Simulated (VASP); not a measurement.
Input of a VASP 6.6.1 run:

INCAR

```
SYSTEM = AgCl
PREC = Accurate
ENCUT = 500
EDIFF = 1E-6
ISMEAR = 0
SIGMA = 0.01
LREAL = .False.
LASPH = .True.
NELM = 120
ALGO = Normal
ISIF = 2
LWAVE = .False.
LCHARG = .False.
GGA = RE
IVDW = 12
NBANDS = 16
GGA_COMPAT = .False.
```

The input KPOINTS:

```
regular mesh
0
Gamma
  8 8 8
  0 0 0
```

POSCAR

```
AgCl
1.0
    3.4339730000      0.0000000000      0.0000000000
    0.0000000000      3.4339730000      0.0000000000
    0.0000000000      0.0000000000      3.4339730000
Ag Cl
1 1
Direct
    0.0000000000      0.0000000000      0.0000000000
    0.5000000000      0.5000000000      0.5000000000
```

Potentials or basis: VASP PAW PBE potentials, release 64 (Ag, Cl).

Launch:

```console
$ cat potpaw_PBE.64/Ag/POTCAR potpaw_PBE.64/Cl/POTCAR > POTCAR
$ mpirun -np 1 vasp_std > vasp.out
```

(1) What does it give for the dispersion energy per atom?

(2) What does it give for the band gap on the k mesh?

(3) What does it give for the pressure?

Answers

(1) -0.690 eV.

(2) 0.69 eV, indirect (least direct gap 2.18 eV).

(3) -3.0 GPa.

Caveat: three body term missing; the PAW data sets were made with another functional, which shifts forces and pressure a little.
